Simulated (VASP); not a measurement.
# MoS2 (R-3m) in VASP: density of states with PBE+D3(BJ)

Aim: the density of states of MoS2 with PBE+D3(BJ).

Program: VASP 6.6.1. These are calculated values, not measurements. Logs are shortened: lines on timing, memory, paths and dates and some standing lists are left out, and cuts for length are marked.

### Step 1. The cell of the first run

It takes space group R-3m (No. 166, trigonal). The conventional cell has a = 3.134 Å, b = 3.134 Å, c = 17.864 Å, α = 90.00°, β = 90.00°, γ = 120.00°. Within 3.2 Å of Mo (site symmetry -3m) lie 6 S at 2.42 Å and 6 Mo at 3.13 Å. Within 3.2 Å of S (site symmetry 3m) lie 3 Mo at 2.42 Å and 6 S at 3.13 Å.

### Step 2. Density of states, PBE+D3(BJ)

POSCAR

```
MoS2
1.0
    1.5671053532      0.9047686975      5.9545186242
   -1.5671053532      0.9047686975      5.9545186242
    0.0000000000     -1.8095373950      5.9545186242
Mo S
1 2
Direct
    0.0000000000      0.0000000000      0.0000000000
    0.7563756260      0.7563756260      0.7563756260
    0.2436243740      0.2436243740      0.2436243740
```

INCAR.step1

```
SYSTEM = MoS2
PREC = Accurate ; ENCUT = 520
EDIFF = 1E-7 ; ISMEAR = 0
SIGMA = 0.1 ; LREAL = .False.
LASPH = .True. ; NELM = 100
ALGO = Normal ; ISIF = 2
LWAVE = .False. ; LCHARG = .True.
LMAXMIX = 4 ; GGA = PE
IVDW = 12 ; NBANDS = 20
```

KPOINTS.step1

```
Automatic mesh
0
Gamma
  15 15 15
  0 0 0
```

INCAR.step2

```
SYSTEM = MoS2
PREC = Accurate ; ENCUT = 520
EDIFF = 1E-7 ; ISMEAR = -5
SIGMA = 0.1 ; LREAL = .False.
LASPH = .True. ; NELM = 100
ALGO = Normal ; ISIF = 2
LWAVE = .False. ; LCHARG = .False.
LMAXMIX = 4 ; GGA = PE
IVDW = 12 ; LORBIT = 11
NEDOS = 1001 ; ICHARG = 11
```

KPOINTS.step2

```
Automatic mesh
0
Gamma
  23 23 23
  0 0 0
```

Potentials or basis: VASP PAW PBE potentials, release 64 (Mo_sv, S).

Launch:

```sh
$ cat potpaw_PBE.64/Mo_sv/POTCAR potpaw_PBE.64/S/POTCAR > POTCAR
$ cp INCAR.step1 INCAR
$ cp KPOINTS.step1 KPOINTS
$ mpirun -np 1 vasp_std > vasp.out
$ cp INCAR.step2 INCAR
$ cp KPOINTS.step2 KPOINTS
$ mpirun -np 1 vasp_std > vasp.out
```

OUTCAR:

```text
SYSTEM = MoS2
   PREC = Accurate
   ENCUT = 520
   EDIFF = 1E-7
   ISMEAR = -5
   LREAL = .False.
   LASPH = .True.
   NELM = 100
   ISIF = 2
   GGA = PE
   IVDW = 12
   LORBIT = 11
   ICHARG = 11
 IVDW          = 12

 ion  position               nearest neighbor table
   1  0.000  0.000  0.000-   2 2.42   3 2.42   2 2.42   2 2.42   3 2.42   3 2.42
   2  0.756  0.756  0.756-   1 2.42   1 2.42   1 2.42
   3  0.244  0.244  0.244-   1 2.42   1 2.42   1 2.42

  LATTYP: Found a trigonal (rhomboedric) cell.
 ALAT       =     6.2234008090
 COS(alpha) =     0.8731849375

  Lattice vectors:

 A1 = (   1.5671053532,   0.9047686975,   5.9545186242)
 A2 = (  -1.5671053532,   0.9047686975,   5.9545186242)
 A3 = (   0.0000000000,  -1.8095373950,   5.9545186242)

Analysis of symmetry for initial positions (statically):
=====================================================================
 Subroutine PRICEL returns:
 Original cell was already a primitive cell.

 Routine SETGRP: Setting up the symmetry group for a
 trigonal (rhombohedral) supercell.

 Subroutine GETGRP returns: Found 12 space group operations
 (whereof 12 operations were pure point group operations)
 out of a pool of 12 trial point group operations.

The static configuration has the point symmetry D_3d.

Analysis of symmetry for dynamics (positions and initial velocities):
=====================================================================
 Subroutine PRICEL returns:
 Original cell was already a primitive cell.

 Routine SETGRP: Setting up the symmetry group for a
 trigonal (rhombohedral) supercell.

 Subroutine GETGRP returns: Found 12 space group operations
 (whereof 12 operations were pure point group operations)
 out of a pool of 12 trial point group operations.

The dynamic configuration has the point symmetry D_3d.

 Subroutine INISYM returns: Found 12 space group operations
 (whereof 12 operations are pure point group operations),
 and found     1 'primitive' translations

----------------------------------------------------------------------------------------

                                     Primitive cell

  volume of cell :      50.6563

  direct lattice vectors                    reciprocal lattice vectors
     1.567105353  0.904768697  5.954518624     0.319059595  0.184209143  0.055979896
    -1.567105353  0.904768697  5.954518624    -0.319059595  0.184209143  0.055979896
     0.000000000 -1.809537395  5.954518624     0.000000000 -0.368418287  0.055979896

  length of vectors
     6.223400809  6.223400809  6.223400809     0.372646995  0.372646995  0.372646995

  position of ions in fractional coordinates (direct lattice)
     0.000000000  0.000000000  0.000000000
     0.756375626  0.756375626  0.756375626
     0.243624374  0.243624374  0.243624374

  ion indices of the primitive-cell ions
   primitive index   ion index
                 1           1
                 2           2
                 3           3

----------------------------------------------------------------------------------------

 KPOINTS: Automatic mesh

Automatic generation of k-mesh.
 Grid dimensions read from file:
 generate k-points for:   23   23   23

 Generating k-lattice:

  Cartesian coordinates                     Fractional coordinates (reciprocal lattice)
     0.013872156  0.008009093  0.002433909     0.043478261  0.000000000  0.000000000
    -0.013872156  0.008009093  0.002433909     0.000000000  0.043478261  0.000000000
     0.000000000 -0.016018186  0.002433909     0.000000000  0.000000000  0.043478261

  Length of vectors
     0.016202043  0.016202043  0.016202043

  Shift w.r.t. Gamma in fractional coordinates (k-lattice)
     0.000000000  0.000000000  0.000000000

 TETIRR: Found   6095 inequivalent tetrahedra from    73002

 Subroutine IBZKPT returns following result:
 ===========================================

 Found   1156 irreducible k-points:

 Following reciprocal coordinates:
            Coordinates               Weight
  0.000000  0.000000  0.000000      1.000000
  0.043478 -0.000000  0.000000      6.000000
  0.086957 -0.000000  0.000000      6.000000
  0.130435  0.000000 -0.000000      6.000000
  0.173913 -0.000000 -0.000000      6.000000
  0.217391 -0.000000  0.000000      6.000000
[... 16 lines left out ...]
  0.478261  0.043478  0.000000     12.000000
 -0.478261  0.043478 -0.000000     12.000000
 [... further k-points ...]
   k-points           NKPTS =   1156   k-points in BZ     NKDIM =   1156   number of bands    NBANDS=     17
   number of dos      NEDOS =   1001   number of ions     NIONS =      3
   total plane-waves  NPLWV = 110592
   dimension x,y,z NGX =    48 NGY =   48 NGZ =   48
   dimension x,y,z NGXF=    96 NGYF=   96 NGZF=   96
   ions per type =               1   2
   NGX,Y,Z   is equivalent  to a cutoff of  12.82, 12.82, 12.82 a.u.
   NGXF,Y,Z  is equivalent  to a cutoff of  25.64, 25.64, 25.64 a.u.
 SYSTEM =  MoS2
   PREC   = accura    normal or accurate (medium, high low for compatibility)
   ISTART =      0    job   : 0-new  1-cont  2-samecut
   ICHARG =     11    charge: 1-file 2-atom 10-const
   ISPIN  =      1    spin polarized calculation?
   LNONCOLLINEAR =      F non collinear calculations
   LSORBIT =      F    spin-orbit coupling
   LASPH  =      T    aspherical Exc in radial PAW
   ENCUT  =  520.0 eV  38.22 Ry    6.18 a.u.  11.57 11.57 11.57*2*pi/ulx,y,z
   NELM   =    100;   NELMIN=  2; NELMDL=  0     # of ELM steps
   EDIFF  = 0.1E-06   stopping-criterion for ELM
   LREAL  =      F    real-space projection
   EDIFFG = 0.1E-05   stopping-criterion for IOM
   NSW    =      0    number of steps for IOM
   IBRION =     -1    ionic relax: 0-MD 1-quasi-New 2-CG
   NFREE  =      0    steps in history (QN), initial steepest desc. (CG)
   ISIF   =      2    stress and relaxation
   ISYM   =      2    0-nonsym 1-usesym 2-fastsym
   POTIM  = 0.5000    time-step for ionic-motion
   TEBEG  =    0.0;   TEEND  =   0.0 temperature during run
   PSTRESS=    0.0 pullay stress
   NELECT =      26.0000    total number of electrons
   NUPDOWN=      -1.0000    fix difference up-down
   EMIN   =  10.00;   EMAX   =-10.00  energy-range for DOS
   EFERMI =   0.00;   METHOD = LEGACY
   ISMEAR =    -5;   SIGMA  =   0.10  broadening in eV -4-tet -1-fermi 0-gaus
   EFERMI_NEDOS =   21; number of points for ismear=-14 and -15
   IALGO  =     38    algorithm
   IMIX   =      4    mixing-type and parameters
     AMIX     =   0.40;   BMIX     =  1.00
     AMIX_MAG =   1.60;   BMIX_MAG =  1.00
  volume/ion in A,a.u.               =      16.89       113.95
  Fermi-wavevector in a.u.,A,eV,Ry     =   1.310755  2.476967 23.375865  1.718078
  Thomas-Fermi vector in A             =   2.441263
   LORBIT       =     11    0 simple, 1 ext, 2 COOP (PROOUT), +10 PAW based schemes
   GGA     = PE    functional components
   LHFCALC =     F    Hartree Fock is set to
   AEXX    =    0.0000 exact exchange contribution
   IVDW    =    12    specifies the selected vdW correction
   LEPSILON=     F    determine dielectric tensor
   LRPA    =     F    only Hartree local field effects (RPA)
 non-spin polarized calculation
 Fermi weights with tetrahedron method with Bloechl corrections
  energy-cutoff  :      520.00
  volume of cell :       50.66
 maximum number of plane-waves:      1385

 number of electron      26.0000001 magnetization

 Free energy of the ion-electron system (eV)
  ---------------------------------------------------
  ext. energy  EPLUGINS =         0.00000000
  ---------------------------------------------------
  free energy    TOTEN  =       -20.94664242 eV

  energy without entropy =      -20.94664242  energy(sigma->0) =      -20.94664242

 E-fermi :   8.4155     XC(G=0): -11.2206

 val. band max:        8.4759838312   @ k =  -0.2174  -0.4783   0.0435
 cond. band min:       8.3672039847   @ k =   0.2174   0.2174   0.2174
 fundamental gap:     -0.1087798466
 Fermi energy:         8.4155125729

 k-point     1 :       0.0000    0.0000    0.0000
  band No.  band energies     occupation
      1     -53.2983      2.00000
      2     -27.3941      2.00000
      3     -27.2386      2.00000
      4     -27.2386      2.00000
      5      -6.8407      2.00000
      6      -5.1056      2.00000
[... 9 lines left out ...]
     16      11.5602      0.00000
     17      11.5602      0.00000

 k-point     2 :       0.0435   -0.0000    0.0000
  band No.  band energies     occupation
      1     -53.2974      2.00000
      2     -27.3925      2.00000
      3     -27.2467      2.00000
      4     -27.2404      2.00000
      5      -6.8087      2.00000
      6      -5.0983      2.00000
[... 9 lines left out ...]
     16      11.4592      0.00000
     17      11.5382      0.00000

 k-point     3 :       0.0870   -0.0000    0.0000
  band No.  band energies     occupation
      1     -53.2949      2.00000
      2     -27.3879      2.00000
      3     -27.2704      2.00000
      4     -27.2458      2.00000
      5      -6.7138      2.00000
      6      -5.0765      2.00000
[... 9 lines left out ...]
     16      11.2478      0.00000
     17      11.4826      0.00000

 k-point     4 :       0.1304    0.0000   -0.0000
  band No.  band energies     occupation
      1     -53.2910      2.00000
      2     -27.3805      2.00000
      3     -27.3078      2.00000
      4     -27.2544      2.00000
      5      -6.5598      2.00000
      6      -5.0400      2.00000
[... 9 lines left out ...]
     16      11.0959      0.00000
     17      11.4187      0.00000

 k-point     5 :       0.1739   -0.0000   -0.0000
  band No.  band energies     occupation
      1     -53.2860      2.00000
      2     -27.3713      2.00000
      3     -27.3556      2.00000
      4     -27.2654      2.00000
      5      -6.3535      2.00000
      6      -4.9884      2.00000
[... 9 lines left out ...]
     16      11.1114      0.00000
     17      11.3732      0.00000

 k-point     6 :       0.2174   -0.0000    0.0000
  band No.  band energies     occupation
      1     -53.2802      2.00000
      2     -27.4113      2.00000
      3     -27.3596      2.00000
      4     -27.2781      2.00000
      5      -6.1054      2.00000
      6      -4.9203      2.00000
[... 9 lines left out ...]
     16      11.2859      0.00000
     17      11.3605      0.00000
[... 281 lines left out ...]
 k-point    21 :       0.3913    0.0435    0.0000
  band No.  band energies     occupation
      1     -53.2597      2.00000
      2     -27.5967      2.00000
      3     -27.3265      2.00000
      4     -27.3205      2.00000
      5      -5.2253      2.00000
      6      -4.4526      2.00000
[... 9 lines left out ...]
     16      11.2318      0.00000
     17      12.2061      0.00000

 k-point    22 :       0.4348    0.0435    0.0000
  band No.  band energies     occupation
      1     -53.2558      2.00000
      2     -27.6316      2.00000
      3     -27.3351      2.00000
      4     -27.3133      2.00000
      5      -5.0974      2.00000
      6      -4.2560      2.00000
[... 9 lines left out ...]
     16      11.2863      0.00000
     17      12.2928      0.00000

 k-point    23 :       0.4783    0.0435    0.0000
  band No.  band energies     occupation
      1     -53.2533      2.00000
      2     -27.6536      2.00000
      3     -27.3406      2.00000
      4     -27.3086      2.00000
      5      -5.0264      2.00000
      6      -4.1039      2.00000
[... 9 lines left out ...]
     16      11.3309      0.00000
     17      12.3314      0.00000

 k-point    24 :      -0.4783    0.0435   -0.0000
  band No.  band energies     occupation
      1     -53.2525      2.00000
      2     -27.6611      2.00000
      3     -27.3424      2.00000
      4     -27.3070      2.00000
      5      -5.0008      2.00000
      6      -4.0513      2.00000
[... 9 lines left out ...]
     16      11.3464      0.00000
     17      12.3640      0.00000

 [... further k-points ...]

------------------------ aborting loop because EDIFF is reached ----------------------------------------

 Edisp (eV)   -1.34947

 E8    (eV) :    -0.5447

  FORCE on cell =-STRESS in cart. coord.  units (eV):
  Direction    XX          YY          ZZ          XY          YZ          ZX
  --------------------------------------------------------------------------------------
  -------------------------------------------------------------------------------------
  Total      -0.04963    -0.04963     0.07769     0.00000     0.00000     0.00000
  in kB      -1.56956    -1.56956     2.45712     0.00000     0.00000     0.00000
  external pressure =       -0.23 kB  Pullay stress =        0.00 kB

 VOLUME and BASIS-vectors are now :
 -----------------------------------------------------------------------------
  energy-cutoff  :      520.00
  volume of cell :       50.66
      direct lattice vectors                 reciprocal lattice vectors
     1.567105353  0.904768697  5.954518624     0.319059595  0.184209143  0.055979896
    -1.567105353  0.904768697  5.954518624    -0.319059595  0.184209143  0.055979896
     0.000000000 -1.809537395  5.954518624     0.000000000 -0.368418287  0.055979896

 POSITION                                       TOTAL-FORCE (eV/Angst)
 -----------------------------------------------------------------------------------
      0.00000      0.00000      0.00000         0.000000     -0.000000      0.000000
      0.00000      0.00000     13.51156         0.000000     -0.000000     -0.003029
      0.00000      0.00000      4.35200         0.000000      0.000000      0.003029
 -----------------------------------------------------------------------------------
    total drift:                               -0.000000      0.000000     -0.000000

  FREE ENERGIE OF THE ION-ELECTRON SYSTEM (eV)
  ---------------------------------------------------
  free  energy   TOTEN  =       -22.2961162255 eV

  energy  without entropy=      -22.2961162255  energy(sigma->0) =      -22.29611623

 total charge

# of ion       s       p       d       tot
------------------------------------------
    1        2.291   6.219   3.936  12.446
    2        1.371   2.314   0.000   3.685
    3        1.371   2.314   0.000   3.685
--------------------------------------------------
tot          5.033  10.847   3.936  19.816
```

Run time: 24 min. Hardware: 1 thread of AMD EPYC 9R45 (Zen 5), shared host; peak memory 1.1 GiB.

Results:

* Valence electrons inside the program's atomic spheres: Mo 12.45; S 3.69
* Dispersion energy per atom: -0.450 eV

Caveat: pairwise dispersion overbinds metals, which lowers pressure and volume; tetrahedron occupations give inexact forces and stress in metals.
